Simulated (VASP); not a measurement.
# BN (Fm-3m) in VASP: a series of runs

The runs below take BN through single point, with PBE, LDA.

Program: VASP 6.6.1. These are calculated values, not measurements. Logs are shortened: lines on timing, memory, paths and dates and some standing lists are left out, and cuts for length are marked.

### 1 The cell of the first run

It takes space group Fm-3m (No. 225, cubic). The conventional cell has a = 3.492 Å, b = 3.492 Å, c = 3.492 Å, α = 90.00°, β = 90.00°, γ = 90.00°. B (site symmetry m-3m) has 6 N at 1.75 Å within 2.3 Å. N (site symmetry m-3m) has 6 B at 1.75 Å within 2.3 Å.

### 2 Single point, PBE

INCAR

```
SYSTEM = BN
PREC = Accurate
ENCUT = 520
EDIFF = 1E-7
ISMEAR = 0
SIGMA = 0.01
LREAL = .False.
LASPH = .True.
NELM = 80
ALGO = Normal
ISIF = 2
LWAVE = .False.
LCHARG = .True.
GGA = PE
LELF = .True.
LVHAR = .True.
NBANDS = 11
```

KPOINTS

```
Automatic mesh
0
Gamma
  6 6 6
  0 0 0
```

POSCAR

```
BN
1.0
    0.0000000000      1.7458259515      1.7458259515
    1.7458259515      0.0000000000      1.7458259515
    1.7458259515      1.7458259515      0.0000000000
B N
1 1
Direct
    0.0000000000      0.0000000000      0.0000000000
    0.5000000000      0.5000000000      0.5000000000
```

Potentials or basis: VASP PAW PBE potentials, release 64 (B, N).

Started as:

```console
$ cat potpaw_PBE.64/B/POTCAR potpaw_PBE.64/N/POTCAR > POTCAR
$ mpirun -np 1 vasp_std > vasp.out
```

OUTCAR:

```text
SYSTEM = BN
   PREC = Accurate
   ENCUT = 520
   EDIFF = 1E-7
   ISMEAR = 0
   LREAL = .False.
   LASPH = .True.
   NELM = 80
   ISIF = 2
   GGA = PE

 ion  position               nearest neighbor table
   1  0.000  0.000  0.000-   2 1.75   2 1.75   2 1.75   2 1.75   2 1.75   2 1.75
   2  0.500  0.500  0.500-   1 1.75   1 1.75   1 1.75   1 1.75   1 1.75   1 1.75

  LATTYP: Found a face centered cubic cell.
 ALAT       =     3.4916519030

  Lattice vectors:

 A1 = (   0.0000000000,   1.7458259515,   1.7458259515)
 A2 = (   1.7458259515,   0.0000000000,   1.7458259515)
 A3 = (   1.7458259515,   1.7458259515,   0.0000000000)

Analysis of symmetry for initial positions (statically):
=====================================================================
 Subroutine PRICEL returns:
 Original cell was already a primitive cell.

 Routine SETGRP: Setting up the symmetry group for a
 face centered cubic supercell.

 Subroutine GETGRP returns: Found 48 space group operations
 (whereof 48 operations were pure point group operations)
 out of a pool of 48 trial point group operations.

The static configuration has the point symmetry O_h .

Analysis of symmetry for dynamics (positions and initial velocities):
=====================================================================
 Subroutine PRICEL returns:
 Original cell was already a primitive cell.

 Routine SETGRP: Setting up the symmetry group for a
 face centered cubic supercell.

 Subroutine GETGRP returns: Found 48 space group operations
 (whereof 48 operations were pure point group operations)
 out of a pool of 48 trial point group operations.

The dynamic configuration has the point symmetry O_h .

 Subroutine INISYM returns: Found 48 space group operations
 (whereof 48 operations are pure point group operations),
 and found     1 'primitive' translations

----------------------------------------------------------------------------------------

                                     Primitive cell

  volume of cell :      10.6422

  direct lattice vectors                    reciprocal lattice vectors
     0.000000000  1.745825952  1.745825952    -0.286397392  0.286397392  0.286397392
     1.745825952  0.000000000  1.745825952     0.286397392 -0.286397392  0.286397392
     1.745825952  1.745825952  0.000000000     0.286397392  0.286397392 -0.286397392

  length of vectors
     2.468970738  2.468970738  2.468970738     0.496054835  0.496054835  0.496054835

  position of ions in fractional coordinates (direct lattice)
     0.000000000  0.000000000  0.000000000
     0.500000000  0.500000000  0.500000000

  ion indices of the primitive-cell ions
   primitive index   ion index
                 1           1
                 2           2

----------------------------------------------------------------------------------------

 KPOINTS: Automatic mesh

Automatic generation of k-mesh.
 Grid dimensions read from file:
 generate k-points for:    6    6    6

 Generating k-lattice:

  Cartesian coordinates                     Fractional coordinates (reciprocal lattice)
    -0.047732899  0.047732899  0.047732899     0.166666667  0.000000000  0.000000000
     0.047732899 -0.047732899  0.047732899     0.000000000  0.166666667  0.000000000
     0.047732899  0.047732899 -0.047732899     0.000000000  0.000000000  0.166666667

  Length of vectors
     0.082675806  0.082675806  0.082675806

  Shift w.r.t. Gamma in fractional coordinates (k-lattice)
     0.000000000  0.000000000  0.000000000

 Subroutine IBZKPT returns following result:
 ===========================================

 Found     16 irreducible k-points:

 Following reciprocal coordinates:
            Coordinates               Weight
  0.000000  0.000000  0.000000      1.000000
  0.166667  0.000000  0.000000      8.000000
  0.333333  0.000000  0.000000      8.000000
  0.500000  0.000000  0.000000      4.000000
  0.166667  0.166667  0.000000      6.000000
  0.333333  0.166667  0.000000     24.000000
[... 8 lines left out ...]
 -0.333333  0.333333  0.166667     24.000000
 -0.333333  0.500000  0.166667     12.000000
   k-points           NKPTS =     16   k-points in BZ     NKDIM =     16   number of bands    NBANDS=     11
   number of dos      NEDOS =    301   number of ions     NIONS =      2
   total plane-waves  NPLWV =   5832
   dimension x,y,z NGX =    18 NGY =   18 NGZ =   18
   dimension x,y,z NGXF=    36 NGYF=   36 NGZF=   36
   ions per type =               1   1
   NGX,Y,Z   is equivalent  to a cutoff of  12.12, 12.12, 12.12 a.u.
   NGXF,Y,Z  is equivalent  to a cutoff of  24.24, 24.24, 24.24 a.u.
 SYSTEM =  BN
   PREC   = accura    normal or accurate (medium, high low for compatibility)
   ISTART =      0    job   : 0-new  1-cont  2-samecut
   ICHARG =      2    charge: 1-file 2-atom 10-const
   ISPIN  =      1    spin polarized calculation?
   LNONCOLLINEAR =      F non collinear calculations
   LSORBIT =      F    spin-orbit coupling
   LASPH  =      T    aspherical Exc in radial PAW
   ENCUT  =  520.0 eV  38.22 Ry    6.18 a.u.   4.59  4.59  4.59*2*pi/ulx,y,z
   NELM   =     80;   NELMIN=  2; NELMDL= -5     # of ELM steps
   EDIFF  = 0.1E-06   stopping-criterion for ELM
   LREAL  =      F    real-space projection
   EDIFFG = 0.1E-05   stopping-criterion for IOM
   NSW    =      0    number of steps for IOM
   IBRION =     -1    ionic relax: 0-MD 1-quasi-New 2-CG
   NFREE  =      0    steps in history (QN), initial steepest desc. (CG)
   ISIF   =      2    stress and relaxation
   ISYM   =      2    0-nonsym 1-usesym 2-fastsym
   POTIM  = 0.5000    time-step for ionic-motion
   TEBEG  =    0.0;   TEEND  =   0.0 temperature during run
   PSTRESS=    0.0 pullay stress
   NELECT =       8.0000    total number of electrons
   NUPDOWN=      -1.0000    fix difference up-down
   EMIN   =  10.00;   EMAX   =-10.00  energy-range for DOS
   EFERMI =   0.00;   METHOD = LEGACY
   ISMEAR =     0;   SIGMA  =   0.01  broadening in eV -4-tet -1-fermi 0-gaus
   EFERMI_NEDOS =   21; number of points for ismear=-14 and -15
   IALGO  =     38    algorithm
   IMIX   =      4    mixing-type and parameters
     AMIX     =   0.40;   BMIX     =  1.00
     AMIX_MAG =   1.60;   BMIX_MAG =  1.00
  volume/ion in A,a.u.               =       5.32        35.91
  Fermi-wavevector in a.u.,A,eV,Ry     =   1.488540  2.812933 30.147133  2.215752
  Thomas-Fermi vector in A             =   2.601562
   LORBIT       =      0    0 simple, 1 ext, 2 COOP (PROOUT), +10 PAW based schemes
   GGA     = PE    functional components
   LHFCALC =     F    Hartree Fock is set to
   AEXX    =    0.0000 exact exchange contribution
   IVDW    =     0    specifies the selected vdW correction
   LEPSILON=     F    determine dielectric tensor
   LRPA    =     F    only Hartree local field effects (RPA)
 non-spin polarized calculation
 Gauss-broadening in eV      SIGMA  =   0.01
  energy-cutoff  :      520.00
  volume of cell :       10.64
 maximum number of plane-waves:       302
   NGX =  9   NGY =  9   NGZ =  9

 number of electron       7.9999998 magnetization

 Free energy of the ion-electron system (eV)
  ---------------------------------------------------
  ext. energy  EPLUGINS =         0.00000000
  ---------------------------------------------------
  free energy    TOTEN  =       -13.92211341 eV

  energy without entropy =      -13.92211341  energy(sigma->0) =      -13.92211341

 E-fermi :  10.5641     XC(G=0): -13.7585

 val. band max:       10.4716987049   @ k =  -0.1667   0.1667   0.0000
 cond. band min:      11.6523005161   @ k =   0.5000   0.5000   0.0000
 fundamental gap:      1.1806018112
 Fermi energy:        10.5640928339

 k-point     1 :       0.0000    0.0000    0.0000
  band No.  band energies     occupation
      1     -12.0987      2.00000
      2       9.5355      2.00000
      3       9.5355      2.00000
      4       9.5355      2.00000
      5      19.6377      0.00000
      6      22.4957      0.00000
      7      22.4957      0.00000
      8      22.4957      0.00000
      9      28.9950      0.00000
     10      28.9950      0.00000
     11      28.9950      0.00000

 k-point     2 :       0.1667    0.0000    0.0000
  band No.  band energies     occupation
      1     -11.3216      2.00000
      2       6.6054      2.00000
      3       9.4966      2.00000
      4       9.4966      2.00000
      5      19.7959      0.00000
      6      20.2886      0.00000
      7      20.2886      0.00000
      8      22.5088      0.00000
      9      28.0719      0.00000
     10      30.8952      0.00000
     11      30.8952      0.00000

 k-point     3 :       0.3333    0.0000    0.0000
  band No.  band energies     occupation
      1      -9.1069      2.00000
      2       1.2774      2.00000
      3       9.5973      2.00000
      4       9.5973      2.00000
      5      17.0419      0.00000
      6      17.0419      0.00000
      7      18.3325      0.00000
      8      23.7204      0.00000
      9      30.2498      0.00000
     10      35.9702      0.00000
     11      35.9702      0.00000

 k-point     4 :       0.5000    0.0000    0.0000
  band No.  band energies     occupation
      1      -6.8980      2.00000
      2      -2.1813      2.00000
      3       9.7790      2.00000
      4       9.7790      2.00000
      5      15.6139      0.00000
      6      15.6139      0.00000
      7      17.6759      0.00000
      8      24.1415      0.00000
      9      33.1248      0.00000
     10      38.6947      0.00000
     11      42.2764      0.00000
[... 127 lines left out ...]
 k-point    14 :       0.5000    0.3333    0.1667
  band No.  band energies     occupation
      1      -7.1419      2.00000
      2       2.1520      2.00000
      3       3.5422      2.00000
      4       6.6934      2.00000
      5      15.2304      0.00000
      6      19.4267      0.00000
      7      23.1770      0.00000
      8      24.2563      0.00000
      9      26.7462      0.00000
     10      37.9433      0.00000
     11      40.8951      0.00000

 k-point    15 :      -0.3333    0.3333    0.1667
  band No.  band energies     occupation
      1      -5.0502      2.00000
      2      -0.4145      2.00000
      3       2.9992      2.00000
      4       5.4058      2.00000
      5      17.0241      0.00000
      6      17.6229      0.00000
      7      23.5650      0.00000
      8      25.1452      0.00000
      9      30.7122      0.00000
     10      31.5368      0.00000
     11      45.4836      0.00000

 k-point    16 :      -0.3333    0.5000    0.1667
  band No.  band energies     occupation
      1      -3.9443      2.00000
      2      -0.3930      2.00000
      3       2.5207      2.00000
      4       3.7204      2.00000
      5      14.8896      0.00000
      6      21.1167      0.00000
      7      22.9936      0.00000
      8      25.8386      0.00000
      9      26.6816      0.00000
     10      35.3432      0.00000
     11      49.3319      0.00000

------------------------ aborting loop because EDIFF is reached ----------------------------------------

  FORCE on cell =-STRESS in cart. coord.  units (eV):
  Direction    XX          YY          ZZ          XY          YZ          ZX
  --------------------------------------------------------------------------------------
  -------------------------------------------------------------------------------------
  Total        0.2457214      0.2457214      0.2457214      0.0000000      0.0000000     -0.0000000
  in kB       36.9930971     36.9930971     36.9930971      0.0000000      0.0000000     -0.0000000
  external PRESSURE =      36.9930971 kB  Pullay stress =       0.0000000 kB

 VOLUME and BASIS-vectors are now :
 -----------------------------------------------------------------------------
  energy-cutoff  :      520.00
  volume of cell :       10.64
      direct lattice vectors                 reciprocal lattice vectors
     0.000000000  1.745825952  1.745825952    -0.286397392  0.286397392  0.286397392
     1.745825952  0.000000000  1.745825952     0.286397392 -0.286397392  0.286397392
     1.745825952  1.745825952  0.000000000     0.286397392  0.286397392 -0.286397392

 POSITION                                       TOTAL-FORCE (eV/Angst)
 -----------------------------------------------------------------------------------
      0.00000      0.00000      0.00000        -0.000000     -0.000000     -0.000000
      1.74583      1.74583      1.74583         0.000000      0.000000      0.000000
 -----------------------------------------------------------------------------------
    total drift:                               -0.000000     -0.000000     -0.000000

  FREE ENERGIE OF THE ION-ELECTRON SYSTEM (eV)
  ---------------------------------------------------
  free  energy   TOTEN  =       -13.9221134126 eV

  energy  without entropy=      -13.9221134126  energy(sigma->0) =      -13.92211341
```

It took 1.5 s on 1 thread of Intel Xeon 6975P-C (Granite Rapids), shared host; peak memory 0.11 GiB.

What came out:

```yaml
Free_energy: -13.9221 eV
Pressure: 3.7 GPa
Band_gap_on_the_k_mesh: 1.18 eV, indirect (least direct gap 5.83 eV)
```

Caveat: the k points lie up to 0.52 Å⁻¹ apart.

### 3 Single point, LDA

INCAR

```
SYSTEM = BN
PREC = Accurate
ENCUT = 520
EDIFF = 1E-6
ISMEAR = 0
SIGMA = 0.01
LREAL = .False.
LASPH = .True.
NELM = 80
ALGO = Normal
ISIF = 2
LWAVE = .False.
LCHARG = .False.
GGA = CA
NBANDS = 11
```

KPOINTS

```
regular mesh
0
Gamma
  6 6 6
  0 0 0
```

POSCAR is that of step 2.

Potentials or basis: VASP PAW LDA potentials, release 64 (B, N).

Started as:

```console
$ cat potpaw_LDA.64/B/POTCAR potpaw_LDA.64/N/POTCAR > POTCAR
$ mpirun -np 1 vasp_std > vasp.out
```

It took 1 s on 1 thread of Intel Xeon 6975P-C (Granite Rapids), shared host; peak memory 0.11 GiB.

Results (log left out):

```yaml
Free_energy: -15.9589 eV
Pressure: -10.4 GPa
Band_gap_on_the_k_mesh: 1.34 eV, indirect (least direct gap 5.70 eV)
```

Levels at points of the mesh, in eV from the valence-band top:
```csv
k point,band 1,band 2,band 3,band 4,band 5,band 6,band 7,band 8
"(0.00, 0.00, 0.00)",-22.41,-0.95,-0.95,-0.95,9.43,11.83,11.83,11.83
"(0.50, 0.00, 0.00)",-17.18,-12.61,-0.69,-0.69,5.01,5.01,7.24,13.66
"(0.50, 0.50, 0.00)",-14.26,-12.00,-5.72,-5.72,1.34,8.66,14.39,14.39
```

Caveat: the k points lie up to 0.52 Å⁻¹ apart.
